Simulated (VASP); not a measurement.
# SiC (P6_3mc) in VASP: single point with LDA

Aim: the single point of SiC with LDA.

All numbers are computed with VASP 6.6.1; they aren't measurements. Logs are shortened: lines on timing, memory, paths and dates and some standing lists are left out, and cuts for length are marked.

## Step 1: The cell of the first run

Symmetry: P6_3mc, No. 186, hexagonal system. Conventional cell: a = 3.056 Å, b = 3.056 Å, c = 5.016 Å, α = 90.00°, β = 90.00°, γ = 120.00°. Si (site symmetry 3m) has 4 C at 1.87 to 1.89 Å within 2.5 Å. Within 2.5 Å of C (site symmetry 3m) lie 4 Si at 1.87 to 1.89 Å.

## Step 2: Single point, LDA

INCAR reads:

```
PREC     = Accurate       # precision mode
ENCUT    = 520            # plane-wave cutoff, eV
EDIFF    = 1E-7           # SCF threshold, eV
ISMEAR   = 0              # smearing method
SIGMA    = 0.05           # smearing width, eV
LREAL    = F              # projectors in reciprocal space
LASPH    = T              # aspherical terms in the spheres
NELM     = 100            # most SCF steps
ALGO     = Normal         # electronic algorithm
ISIF     = 2              # what is computed and relaxed
LWAVE    = F              # write WAVECAR
LCHARG   = T              # write CHGCAR
LELF     = T              # ELF
LVHAR    = T            
NBANDS   = 26             # bands
```

KPOINTS reads:

```
Automatic mesh
0
Gamma
  10 6 6
```

POSCAR reads:

```
SiC
1.0
   -3.0561890844      0.0000000000      0.0000000000
    0.0000000000      0.0000000000     -5.0161734138
    0.0000000000     -5.2934747717      0.0000000000
Si C
4 4
Direct
    0.5000000000      0.9953958738      0.1666666667
    0.0000000000      0.9953958738      0.6666666667
    0.0000000000      0.4953958738      0.3333333333
    0.5000000000      0.4953958738      0.8333333333
    0.5000000000      0.6196041262      0.1666666667
    0.0000000000      0.6196041262      0.6666666667
    0.0000000000      0.1196041262      0.3333333333
    0.5000000000      0.1196041262      0.8333333333
```

Potentials or basis: VASP PAW LDA potentials, release 64 (Si, C).

Launch:

```console
> cat potpaw_LDA.64/Si/POTCAR potpaw_LDA.64/C/POTCAR > POTCAR
> mpirun -np 1 vasp_std > vasp.out
```

OUTCAR:

```text
PREC = Accurate
   ENCUT = 520
   EDIFF = 1E-7
   ISMEAR = 0
   LREAL = F
   LASPH = T
   NELM = 100
   ISIF = 2

 ion  position               nearest neighbor table
   1  0.500  0.995  0.167-   7 1.87   7 1.87   8 1.87   5 1.89   2 3.06   2 3.06   2 3.06   2 3.06
                             3 3.07   3 3.07   3 3.07   3 3.07   4 3.07   4 3.07
   2  0.000  0.995  0.667-   8 1.87   8 1.87   7 1.87   6 1.89   1 3.06   1 3.06   1 3.06   1 3.06
                             4 3.07   4 3.07   4 3.07   4 3.07   3 3.07   3 3.07
   3  0.000  0.495  0.333-   5 1.87   5 1.87   6 1.87   7 1.89   4 3.06   4 3.06   4 3.06   4 3.06
                             1 3.07   1 3.07   1 3.07   1 3.07   2 3.07   2 3.07
   4  0.500  0.495  0.833-   6 1.87   6 1.87   5 1.87   8 1.89   3 3.06   3 3.06   3 3.06   3 3.06
                             2 3.07   2 3.07   2 3.07   2 3.07   1 3.07   1 3.07
   5  0.500  0.620  0.167-   3 1.87   3 1.87   4 1.87   1 1.89
   6  0.000  0.620  0.667-   4 1.87   4 1.87   3 1.87   2 1.89
   7  0.000  0.120  0.333-   1 1.87   1 1.87   2 1.87   3 1.89
   8  0.500  0.120  0.833-   2 1.87   2 1.87   1 1.87   4 1.89

  LATTYP: Found a simple orthorhombic cell.
 ALAT       =     3.0561890844
 B/A-ratio  =     1.6413164485
 C/A-ratio  =     1.7320508076

  Lattice vectors:

 A1 = (  -3.0561890844,   0.0000000000,   0.0000000000)
 A2 = (   0.0000000000,   0.0000000000,  -5.0161734138)
 A3 = (   0.0000000000,  -5.2934747717,   0.0000000000)

Analysis of symmetry for initial positions (statically):
=====================================================================
 Subroutine PRICEL returns following result:

  LATTYP: Found a hexagonal cell.
 ALAT       =     3.0561890844
 C/A-ratio  =     1.6413164485

  Lattice vectors:

 A1 = (  -1.5280945422,  -2.6467373859,   0.0000000000)
 A2 = (  -1.5280945422,   2.6467373859,   0.0000000000)
 A3 = (   0.0000000000,   0.0000000000,  -5.0161734138)

   2 primitive cells build up your supercell.

 Routine SETGRP: Setting up the symmetry group for a
 simple orthorhombic supercell.

 Subroutine GETGRP returns: Found  4 space group operations
 (whereof  2 operations were pure point group operations)
 out of a pool of  8 trial point group operations.

The static configuration has the point symmetry C_1h.
 The point group associated with its full space group is C_2v.

Analysis of symmetry for dynamics (positions and initial velocities):
=====================================================================
 Subroutine PRICEL returns following result:

  LATTYP: Found a hexagonal cell.
 ALAT       =     3.0561890844
 C/A-ratio  =     1.6413164485

  Lattice vectors:

 A1 = (  -1.5280945422,  -2.6467373859,   0.0000000000)
 A2 = (  -1.5280945422,   2.6467373859,   0.0000000000)
 A3 = (   0.0000000000,   0.0000000000,  -5.0161734138)

   2 primitive cells build up your supercell.

 Routine SETGRP: Setting up the symmetry group for a
 simple orthorhombic supercell.

 Subroutine GETGRP returns: Found  4 space group operations
 (whereof  2 operations were pure point group operations)
 out of a pool of  8 trial point group operations.

The dynamic configuration has the point symmetry C_1h.
 The point group associated with its full space group is C_2v.

 Subroutine INISYM returns: Found  4 space group operations
 (whereof  2 operations are pure point group operations),
 and found     2 'primitive' translations

----------------------------------------------------------------------------------------

                                     Primitive cell

  volume of cell :      40.5755

  direct lattice vectors                    reciprocal lattice vectors
    -1.528094542 -2.646737386  0.000000000    -0.327204886 -0.188911829  0.000000000
    -1.528094542  2.646737386  0.000000000    -0.327204886  0.188911829  0.000000000
     0.000000000  0.000000000 -5.016173414     0.000000000  0.000000000 -0.199355149

  length of vectors
     3.056189084  3.056189084  5.016173414     0.377823658  0.377823658  0.199355149

  position of ions in fractional coordinates (direct lattice)
     0.666666667  0.333333333  0.995395874
     0.333333333  0.666666667  0.495395874
     0.666666667  0.333333333  0.619604126
     0.333333333  0.666666667  0.119604126

  ion indices of the primitive-cell ions
   primitive index   ion index
                 1           1
                 2           4
                 3           5
                 4           8

----------------------------------------------------------------------------------------

 KPOINTS: Automatic mesh

Automatic generation of k-mesh.
 Grid dimensions read from file:
 generate k-points for:   10    6    6

 Generating k-lattice:

  Cartesian coordinates                     Fractional coordinates (reciprocal lattice)
    -0.032720489  0.000000000  0.000000000     0.100000000  0.000000000  0.000000000
     0.000000000  0.000000000 -0.033225858     0.000000000  0.166666667  0.000000000
     0.000000000 -0.031485305  0.000000000     0.000000000  0.000000000  0.166666667

  Length of vectors
     0.032720489  0.033225858  0.031485305

  Shift w.r.t. Gamma in fractional coordinates (k-lattice)
     0.000000000  0.000000000  0.000000000

 Subroutine IBZKPT returns following result:
 ===========================================

 Found     96 irreducible k-points:

 Following reciprocal coordinates:
            Coordinates               Weight
  0.000000  0.000000  0.000000      1.000000
  0.100000  0.000000  0.000000      2.000000
  0.200000  0.000000  0.000000      2.000000
  0.300000  0.000000  0.000000      2.000000
  0.400000  0.000000  0.000000      2.000000
  0.500000  0.000000  0.000000      1.000000
[... 16 lines left out ...]
  0.400000  0.500000  0.000000      2.000000
  0.500000  0.500000  0.000000      1.000000
 [... further k-points ...]
   k-points           NKPTS =     96   k-points in BZ     NKDIM =     96   number of bands    NBANDS=     26
   number of dos      NEDOS =    301   number of ions     NIONS =      8
   total plane-waves  NPLWV =  38400
   dimension x,y,z NGX =    24 NGY =   40 NGZ =   40
   dimension x,y,z NGXF=    48 NGYF=   80 NGZF=   80
   ions per type =               4   4
   NGX,Y,Z   is equivalent  to a cutoff of  13.06, 13.26, 12.56 a.u.
   NGXF,Y,Z  is equivalent  to a cutoff of  26.11, 26.51, 25.12 a.u.
 SYSTEM =  unknown system
   PREC   = accura    normal or accurate (medium, high low for compatibility)
   ISTART =      0    job   : 0-new  1-cont  2-samecut
   ICHARG =      2    charge: 1-file 2-atom 10-const
   ISPIN  =      1    spin polarized calculation?
   LNONCOLLINEAR =      F non collinear calculations
   LSORBIT =      F    spin-orbit coupling
   LASPH  =      T    aspherical Exc in radial PAW
   ENCUT  =  520.0 eV  38.22 Ry    6.18 a.u.   5.68  9.33  9.84*2*pi/ulx,y,z
   NELM   =    100;   NELMIN=  2; NELMDL= -5     # of ELM steps
   EDIFF  = 0.1E-06   stopping-criterion for ELM
   LREAL  =      F    real-space projection
   EDIFFG = 0.1E-05   stopping-criterion for IOM
   NSW    =      0    number of steps for IOM
   IBRION =     -1    ionic relax: 0-MD 1-quasi-New 2-CG
   NFREE  =      0    steps in history (QN), initial steepest desc. (CG)
   ISIF   =      2    stress and relaxation
   ISYM   =      2    0-nonsym 1-usesym 2-fastsym
   POTIM  = 0.5000    time-step for ionic-motion
   TEBEG  =    0.0;   TEEND  =   0.0 temperature during run
   PSTRESS=    0.0 pullay stress
   NELECT =      32.0000    total number of electrons
   NUPDOWN=      -1.0000    fix difference up-down
   EMIN   =  10.00;   EMAX   =-10.00  energy-range for DOS
   EFERMI =   0.00;   METHOD = LEGACY
   ISMEAR =     0;   SIGMA  =   0.05  broadening in eV -4-tet -1-fermi 0-gaus
   EFERMI_NEDOS =   21; number of points for ismear=-14 and -15
   IALGO  =     38    algorithm
   IMIX   =      4    mixing-type and parameters
     AMIX     =   0.40;   BMIX     =  1.00
     AMIX_MAG =   1.60;   BMIX_MAG =  1.00
  volume/ion in A,a.u.               =      10.14        68.45
  Fermi-wavevector in a.u.,A,eV,Ry     =   1.200495  2.268606 19.608550  1.441188
  Thomas-Fermi vector in A             =   2.336329
   LORBIT       =      0    0 simple, 1 ext, 2 COOP (PROOUT), +10 PAW based schemes
   GGA     = CA    functional components
   LHFCALC =     F    Hartree Fock is set to
   AEXX    =    0.0000 exact exchange contribution
   IVDW    =     0    specifies the selected vdW correction
   LEPSILON=     F    determine dielectric tensor
   LRPA    =     F    only Hartree local field effects (RPA)
 non-spin polarized calculation
 Gauss-broadening in eV      SIGMA  =   0.05
  energy-cutoff  :      520.00
  volume of cell :       81.15
 maximum number of plane-waves:      2207
 NGX is ok and might be reduce to    24
   NGX = 11   NGY = 19   NGZ = 19

 number of electron      31.9999999 magnetization

 Free energy of the ion-electron system (eV)
  ---------------------------------------------------
  ext. energy  EPLUGINS =         0.00000000
  ---------------------------------------------------
  free energy    TOTEN  =       -66.55178226 eV

  energy without entropy =      -66.55178226  energy(sigma->0) =      -66.55178226

 E-fermi :   8.6802     XC(G=0): -11.6331

 val. band max:        8.4354193794   @ k =   0.0000   0.0000   0.0000
 cond. band min:      10.5926048362   @ k =   0.3000   0.0000   0.0000
 fundamental gap:      2.1571854568
 Fermi energy:         8.6802275384

 k-point     1 :       0.0000    0.0000    0.0000
  band No.  band energies     occupation
      1      -7.1984      2.00000
      2      -3.7712      2.00000
      3      -3.5092      2.00000
      4      -2.2943      2.00000
      5      -0.3935      2.00000
      6       0.6451      2.00000
[... 18 lines left out ...]
     25      16.2536      0.00000
     26      17.4169      0.00000

 k-point     2 :       0.1000    0.0000    0.0000
  band No.  band energies     occupation
      1      -7.0658      2.00000
      2      -3.6529      2.00000
      3      -3.3953      2.00000
      4      -2.2509      2.00000
      5      -0.2704      2.00000
      6       0.7690      2.00000
[... 18 lines left out ...]
     25      16.5066      0.00000
     26      17.0672      0.00000

 k-point     3 :       0.2000    0.0000    0.0000
  band No.  band energies     occupation
      1      -6.6714      2.00000
      2      -3.3066      2.00000
      3      -3.0636      2.00000
      4      -2.1917      2.00000
      5       0.0892      2.00000
      6       1.1275      2.00000
[... 18 lines left out ...]
     25      17.0050      0.00000
     26      17.4783      0.00000

 k-point     4 :       0.3000    0.0000    0.0000
  band No.  band energies     occupation
      1      -6.0271      2.00000
      2      -2.7670      2.00000
      3      -2.5545      2.00000
      4      -2.3793      2.00000
      5       0.6404      2.00000
      6       1.5375      2.00000
[... 18 lines left out ...]
     25      17.4649      0.00000
     26      17.6399      0.00000
[... 496 lines left out ...]
      1      -4.8471      2.00000
      2      -4.8471      2.00000
      3      -2.2591      2.00000
      4      -2.2591      2.00000
      5       0.6117      2.00000
      6       0.6117      2.00000
[... 18 lines left out ...]
     25      17.0298      0.00000
     26      17.0298      0.00000

 k-point    23 :       0.4000    0.5000    0.0000
  band No.  band energies     occupation
      1      -4.0269      2.00000
      2      -4.0269      2.00000
      3      -2.3808      2.00000
      4      -2.3808      2.00000
      5       0.6811      2.00000
      6       0.6811      2.00000
[... 18 lines left out ...]
     25      17.2781      0.00000
     26      17.2781      0.00000

 k-point    24 :       0.5000    0.5000    0.0000
  band No.  band energies     occupation
      1      -3.1088      2.00000
      2      -3.1088      2.00000
      3      -3.1088      2.00000
      4      -3.1088      2.00000
      5       1.2699      2.00000
      6       1.2699      2.00000
[... 18 lines left out ...]
     25      17.8008      0.00000
     26      17.8008      0.00000

 [... further k-points ...]
[... 5 lines left out ...]
  --------------------------------------------------------------------------------------
  -------------------------------------------------------------------------------------
  Total        0.2230261      0.2216032      0.2071662      0.0000000      0.0000000      0.0000000
  in kB        4.4032423      4.3751511      4.0901174      0.0000000      0.0000000      0.0000000
  external PRESSURE =       4.2895036 kB  Pullay stress =       0.0000000 kB

 VOLUME and BASIS-vectors are now :
 -----------------------------------------------------------------------------
  energy-cutoff  :      520.00
  volume of cell :       81.15
      direct lattice vectors                 reciprocal lattice vectors
    -3.056189084  0.000000000  0.000000000    -0.327204886  0.000000000  0.000000000
     0.000000000  0.000000000 -5.016173414     0.000000000  0.000000000 -0.199355149
     0.000000000 -5.293474772  0.000000000     0.000000000 -0.188911829  0.000000000

 POSITION                                       TOTAL-FORCE (eV/Angst)
 -----------------------------------------------------------------------------------
     -1.52809     -0.88225     -4.99308         0.000000     -0.000054     -0.000050
      0.00000     -3.52898     -4.99308         0.000000     -0.000054     -0.000050
      0.00000     -1.76449     -2.48499        -0.000000      0.000054     -0.000050
     -1.52809     -4.41123     -2.48499         0.000000      0.000054     -0.000050
     -1.52809     -0.88225     -3.10804         0.000000     -0.000055      0.000050
      0.00000     -3.52898     -3.10804         0.000000     -0.000055      0.000050
      0.00000     -1.76449     -0.59996         0.000000      0.000055      0.000050
     -1.52809     -4.41123     -0.59996         0.000000      0.000055      0.000050
 -----------------------------------------------------------------------------------
    total drift:                               -0.000000     -0.000001     -0.000190

  FREE ENERGIE OF THE ION-ELECTRON SYSTEM (eV)
  ---------------------------------------------------
  free  energy   TOTEN  =       -66.5517822612 eV

  energy  without entropy=      -66.5517822612  energy(sigma->0) =      -66.55178226
```

Run time: 2 min. Hardware: 1 thread of Intel Xeon Platinum 8375C at 2.90GHz (Ice Lake), shared host; peak memory 0.26 GiB.

Results:

| Property | Result |
| --- | --- |
| Free energy | -66.5518 eV |
| Pressure | 0.4 GPa |
| Band gap on the k mesh | 2.16 eV |

Levels at points of the mesh, in eV from the valence-band top:
| k point | band 14 | band 15 | band 16 | band 17 | band 18 | band 19 |
| --- | --- | --- | --- | --- | --- | --- |
| (0.00, 0.00, 0.00) | -0.12 | 0.00 | 0.00 | 2.71 | 4.16 | 4.93 |
| (0.50, 0.00, 0.00) | -2.98 | -2.71 | -2.71 | 3.02 | 3.02 | 6.79 |
| (0.00, 0.50, 0.00) | -0.72 | -0.72 | -0.72 | 3.25 | 3.25 | 5.23 |
| (0.50, 0.50, 0.00) | -2.07 | -2.07 | -2.07 | 4.82 | 4.82 | 4.82 |
| (0.00, 0.00, 0.50) | -1.03 | -0.61 | -0.61 | 4.02 | 4.02 | 5.79 |
| (0.50, 0.00, 0.50) | -3.36 | -1.20 | -1.20 | 2.71 | 2.71 | 4.16 |
| (0.00, 0.50, 0.50) | -1.73 | -1.73 | -1.73 | 4.46 | 4.46 | 4.46 |
| (0.50, 0.50, 0.50) | -2.35 | -2.35 | -2.35 | 3.25 | 3.25 | 3.25 |
